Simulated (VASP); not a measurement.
# W (Im-3m) in VASP: notebook

W is run at these levels: PBEsol; tasks: single point, relaxation of cell and atoms.

All numbers are computed with VASP 6.6.1; they aren't measurements. Logs are shortened: lines on timing, memory, paths and dates and some standing lists are left out, and cuts for length are marked.

**1. The cell of the first run**

Symmetry: Im-3m, No. 229, cubic system. Conventional cell: a = 3.155 Å, b = 3.155 Å, c = 3.155 Å, α = 90.00°, β = 90.00°, γ = 90.00°. Within 3.6 Å of W (site symmetry m-3m) lie 14 W at 2.73 to 3.15 Å.

**2. Single point, PBEsol**

Input file INCAR:

```
  ALGO = Normal
  EDIFF = 1E-7
  ENCUT = 520
  GGA = PS
  ISIF = 2
  ISMEAR = -1
  LASPH = T
  LCHARG = F
  LREAL = F
  LWAVE = F
  NBANDS = 13
  NELM = 80
  PREC = Accurate
  SIGMA = 0.1
```

Input file KPOINTS:

```
k-points
0
Gamma
  11 11 11
```

Input file POSCAR:

```
W
1.0
   -1.5774993413      1.5774993413      1.5774993413
    1.5774993413     -1.5774993413      1.5774993413
    1.5774993413      1.5774993413     -1.5774993413
W
1
Direct
    0.0000000000      0.0000000000      0.0000000000
```

Potentials or basis: VASP PAW PBE potentials, release 64 (W_sv).

Command:

```sh
> cat potpaw_PBE.64/W_sv/POTCAR > POTCAR
> mpirun -np 1 vasp_std > vasp.out
```

OUTCAR:

```text
EDIFF = 1E-7
   ENCUT = 520
   GGA = PS
   ISIF = 2
   ISMEAR = -1
   LASPH = T
   LREAL = F
   NELM = 80
   PREC = Accurate

 ion  position               nearest neighbor table
   1  0.000  0.000  0.000-

  LATTYP: Found a body centered cubic cell.
 ALAT       =     3.1549986826

  Lattice vectors:

 A1 = (  -1.5774993413,   1.5774993413,   1.5774993413)
 A2 = (   1.5774993413,  -1.5774993413,   1.5774993413)
 A3 = (   1.5774993413,   1.5774993413,  -1.5774993413)

Analysis of symmetry for initial positions (statically):
=====================================================================
 Subroutine PRICEL returns:
 Original cell was already a primitive cell.

 Routine SETGRP: Setting up the symmetry group for a
 body centered cubic supercell.

 Subroutine GETGRP returns: Found 48 space group operations
 (whereof 48 operations were pure point group operations)
 out of a pool of 48 trial point group operations.

The static configuration has the point symmetry O_h .

Analysis of symmetry for dynamics (positions and initial velocities):
=====================================================================
 Subroutine PRICEL returns:
 Original cell was already a primitive cell.

 Routine SETGRP: Setting up the symmetry group for a
 body centered cubic supercell.

 Subroutine GETGRP returns: Found 48 space group operations
 (whereof 48 operations were pure point group operations)
 out of a pool of 48 trial point group operations.

The dynamic configuration has the point symmetry O_h .

 Subroutine INISYM returns: Found 48 space group operations
 (whereof 48 operations are pure point group operations),
 and found     1 'primitive' translations

----------------------------------------------------------------------------------------

                                     Primitive cell

  volume of cell :      15.7025

  direct lattice vectors                    reciprocal lattice vectors
    -1.577499341  1.577499341  1.577499341     0.000000000  0.316957343  0.316957343
     1.577499341 -1.577499341  1.577499341     0.316957343  0.000000000  0.316957343
     1.577499341  1.577499341 -1.577499341     0.316957343  0.316957343  0.000000000

  length of vectors
     2.732309008  2.732309008  2.732309008     0.448245373  0.448245373  0.448245373

  position of ions in fractional coordinates (direct lattice)
     0.000000000  0.000000000  0.000000000

[... 75 lines left out ...]
   EDIFF  = 0.1E-06   stopping-criterion for ELM
   LREAL  =      F    real-space projection
   EDIFFG = 0.1E-05   stopping-criterion for IOM
   NSW    =      0    number of steps for IOM
   IBRION =     -1    ionic relax: 0-MD 1-quasi-New 2-CG
   NFREE  =      0    steps in history (QN), initial steepest desc. (CG)
   ISIF   =      2    stress and relaxation
   ISYM   =      2    0-nonsym 1-usesym 2-fastsym
   POTIM  = 0.5000    time-step for ionic-motion
   TEBEG  =    0.0;   TEEND  =   0.0 temperature during run
   PSTRESS=    0.0 pullay stress
   NELECT =      14.0000    total number of electrons
   NUPDOWN=      -1.0000    fix difference up-down
   EMIN   =  10.00;   EMAX   =-10.00  energy-range for DOS
   EFERMI =   0.00;   METHOD = LEGACY
   ISMEAR =    -1;   SIGMA  =   0.10  broadening in eV -4-tet -1-fermi 0-gaus
   EFERMI_NEDOS =   21; number of points for ismear=-14 and -15
   IALGO  =     38    algorithm
   IMIX   =      4    mixing-type and parameters
     AMIX     =   0.40;   BMIX     =  1.00
     AMIX_MAG =   1.60;   BMIX_MAG =  1.00
  volume/ion in A,a.u.               =      15.70       105.97
  Fermi-wavevector in a.u.,A,eV,Ry     =   1.575657  2.977560 33.779112  2.482695
  Thomas-Fermi vector in A             =   2.676608
   LORBIT       =      0    0 simple, 1 ext, 2 COOP (PROOUT), +10 PAW based schemes
   GGA     = PS    functional components
   LHFCALC =     F    Hartree Fock is set to
   AEXX    =    0.0000 exact exchange contribution
   IVDW    =     0    specifies the selected vdW correction
   LEPSILON=     F    determine dielectric tensor
   LRPA    =     F    only Hartree local field effects (RPA)
 non-spin polarized calculation
  energy-cutoff  :      520.00
  volume of cell :       15.70
 maximum number of plane-waves:       434
   NGX = 11   NGY = 11   NGZ = 11

 number of electron      14.0000005 magnetization

 Free energy of the ion-electron system (eV)
  ---------------------------------------------------
  ext. energy  EPLUGINS =         0.00000000
  ---------------------------------------------------
  free energy    TOTEN  =       -13.79481368 eV

  energy without entropy =      -13.77258577  energy(sigma->0) =      -13.78369972

 E-fermi :  11.4127     XC(G=0): -13.8139

 val. band max:       11.3876970424   @ k =   0.0909   0.0909   0.0000
 cond. band min:      11.4418306617   @ k =   0.4545   0.0909   0.0000
 fundamental gap:      0.0541336193
 Fermi energy:        11.4127037810

 k-point     1 :       0.0000    0.0000    0.0000
  band No.  band energies     occupation
      1     -62.7155      2.00000
      2     -26.2596      2.00000
      3     -26.2596      2.00000
      4     -26.2596      2.00000
      5       1.7061      2.00000
      6      10.1645      1.99999
      7      10.1645      1.99999
      8      10.1645      1.99999
      9      13.6725      0.00000
     10      13.6725      0.00000
     11      25.9742      0.00000
     12      25.9742      0.00000
     13      25.9742      0.00000
[... 354 lines left out ...]
  band No.  band energies     occupation
      1     -62.5681      2.00000
      2     -27.3620      2.00000
      3     -26.8692      2.00000
      4     -26.4796      2.00000
      5       6.7102      2.00000
      6       7.8887      2.00000
      7      10.0301      2.00000
      8      14.1110      0.00000
      9      14.6715      0.00000
     10      20.0224      0.00000
     11      20.6030      0.00000
     12      24.4570      0.00000
     13      26.4156      0.00000

 [... further k-points ...]
[... 5 lines left out ...]
  --------------------------------------------------------------------------------------
  -------------------------------------------------------------------------------------
  Total        0.0660798      0.0660798      0.0660798      0.0000000     -0.0000000      0.0000000
  in kB        6.7423612      6.7423612      6.7423612      0.0000000     -0.0000000      0.0000000
  external PRESSURE =       6.7423612 kB  Pullay stress =       0.0000000 kB

 VOLUME and BASIS-vectors are now :
 -----------------------------------------------------------------------------
  energy-cutoff  :      520.00
  volume of cell :       15.70
      direct lattice vectors                 reciprocal lattice vectors
    -1.577499341  1.577499341  1.577499341     0.000000000  0.316957343  0.316957343
     1.577499341 -1.577499341  1.577499341     0.316957343  0.000000000  0.316957343
     1.577499341  1.577499341 -1.577499341     0.316957343  0.316957343  0.000000000

 POSITION                                       TOTAL-FORCE (eV/Angst)
 -----------------------------------------------------------------------------------
      0.00000      0.00000      0.00000         0.000000      0.000000      0.000000
 -----------------------------------------------------------------------------------
    total drift:                                0.000000     -0.000000      0.000000

  FREE ENERGIE OF THE ION-ELECTRON SYSTEM (eV)
  ---------------------------------------------------
  free  energy   TOTEN  =       -13.7948136814 eV

  energy  without entropy=      -13.7725857675  energy(sigma->0) =      -13.78369972
```

OSZICAR:

```text
N       E                     dE             d eps       ncg     rms          rms(c)
DAV:   1     0.833860579786E+02    0.83386E+02   -0.74419E+03  1456   0.122E+03
DAV:   2    -0.128951852472E+02   -0.96281E+02   -0.92672E+02  1616   0.318E+02
DAV:   3    -0.144753341831E+02   -0.15801E+01   -0.15753E+01  1606   0.394E+01
DAV:   4    -0.144814675408E+02   -0.61334E-02   -0.61329E-02  1611   0.269E+00
DAV:   5    -0.144815173298E+02   -0.49789E-04   -0.49789E-04  1601   0.230E-01    0.220E+01
DAV:   6    -0.139412013322E+02    0.54032E+00   -0.43184E-01  1511   0.873E+00    0.881E+00
DAV:   7    -0.137999733936E+02    0.14123E+00   -0.21761E-01  1581   0.585E+00    0.592E-01
DAV:   8    -0.137948704912E+02    0.51029E-02   -0.46515E-03  1476   0.920E-01    0.712E-02
DAV:   9    -0.137948156085E+02    0.54883E-04   -0.88973E-05  1686   0.113E-01    0.405E-02
DAV:  10    -0.137948135712E+02    0.20373E-05   -0.10110E-05  1541   0.437E-02    0.247E-03
DAV:  11    -0.137948137681E+02   -0.19695E-06   -0.19990E-07  1415   0.511E-03    0.420E-04
DAV:  12    -0.137948136814E+02    0.86705E-07   -0.28276E-09   798   0.685E-04
   1 F= -.13794814E+02 E0= -.13783700E+02  d E =-.222279E-01
```

stdout:

```text
POSCAR found type information on POSCAR W
 POSCAR found :  1 types and       1 ions
 scaLAPACK will be used
 -----------------------------------------------------------------------------
|                                                                             |
|                                                                             |
|     You enforced a specific xc type in the INCAR file but a different       |
|     I HOPE YOU KNOW WHAT YOU ARE DOING!                                     |
|                                                                             |
 -----------------------------------------------------------------------------

 LDA part: xc-table for (Slater+PW92), standard interpolation
 POSCAR, INCAR and KPOINTS ok, starting setup
 FFT: planning ... GRIDC
 FFT: planning ... GRID_SOFT
 FFT: planning ... GRID
 WAVECAR not read
 entering main loop
```

Wall time 6.6 s (1 thread of Intel Xeon Platinum 8559C (Emerald Rapids), shared host); peak memory 0.12 GiB.

Results:

```
Free energy            : -13.7948 eV
Pressure               : 0.7 GPa
Band gap on the k mesh : zero (band 7 reaches 15.79 eV, above the bottom of band 8 at 10.16 eV)
```

Caveat: the PAW data sets were made with another functional, which shifts forces and pressure a little; spin-orbit coupling is left out, which moves the levels of the heavy elements.

**3. Relaxation of cell and atoms, PBEsol**

This run uses another cell than the first one, of 15.85 Å³/atom, 1.009 times its volume.

Input file INCAR:

```
ALGO     = Normal         # electronic algorithm
EDIFF    = 1E-6           # SCF threshold, eV
EDIFFG   = -0.03          # ionic threshold
ENCUT    = 600            # plane-wave cutoff, eV
GGA      = PS             # functional
IBRION   = 2              # ionic algorithm
ISIF     = 3              # what is computed and relaxed
ISMEAR   = -1             # smearing method
LASPH    = True           # aspherical terms in the spheres
LCHARG   = False          # write CHGCAR
LREAL    = False          # projectors in reciprocal space
LWAVE    = False          # write WAVECAR
NELM     = 80             # most SCF steps
NSW      = 80             # ionic steps
PREC     = Accurate       # precision mode
SIGMA    = 0.1            # smearing width, eV
```

KPOINTS is that of step 2.

Input file POSCAR:

```
W
1.0
   -1.5823450000      1.5823450000      1.5823450000
    1.5823450000     -1.5823450000      1.5823450000
    1.5823450000      1.5823450000     -1.5823450000
W
1
Direct
    0.0000000000      0.0000000000      0.0000000000
```

Potentials or basis: VASP PAW PBE potentials, release 64 (W_sv).

Command:

```sh
> cat potpaw_PBE.64/W_sv/POTCAR > POTCAR
> mpirun -np 1 vasp_std > vasp.out
```

Run time: 13 s. Hardware: 1 thread of Intel Xeon Platinum 8559C (Emerald Rapids), shared host; peak memory 0.15 GiB.

Results (log left out):

| Property | Result |
| --- | --- |
| Free energy | -13.7951 eV |
| Relaxed volume | 15.74 Å³/atom |
| Relaxed cell | a = 2.734 Å, b = 2.734 Å, c = 2.734 Å, α = 109.47°, β = 109.47°, γ = 109.47° |
| Space group after relaxing (to 0.05 Å) | Im-3m (No. 229) |
| Energy gained by relaxing | 0.8 meV/atom |
| Ionic steps | 3 |
| Pressure after relaxing | 0.0 GPa |
| Band gap on the k mesh | zero (band 7 reaches 15.74 eV, above the bottom of band 8 at 10.13 eV) |

Step by step:
```
step  energy change (eV)  largest force (eV/Å)  pressure (GPa)  volume (Å³)
   1              0.0000                0.0000           -2.22        15.85
   2              0.0093                0.0000            8.52        15.35
   3             -0.0008                0.0000            0.01        15.74
```

Final structure:
```cif
data_structure
_symmetry_space_group_name_H-M 'P 1'
_symmetry_Int_Tables_number 1
_cell_length_a 2.7344
_cell_length_b 2.7344
_cell_length_c 2.7344
_cell_angle_alpha 109.471
_cell_angle_beta 109.471
_cell_angle_gamma 109.471
_cell_volume 15.74
loop_
_atom_site_label
_atom_site_type_symbol
_atom_site_fract_x
_atom_site_fract_y
_atom_site_fract_z
_atom_site_occupancy
W1 W 0.00000 0.00000 0.00000 1
```

Levels at points of the mesh, in eV from the Fermi level:
```tsv
k point	band 5	band 6	band 7	band 8	band 9	band 10
(0.00, 0.00, 0.00)	-9.69	-1.24	-1.24	-1.24	2.25	2.25
```

Caveat: the PAW data sets were made with another functional, which shifts forces and pressure a little; spin-orbit coupling is left out, which moves the levels of the heavy elements.
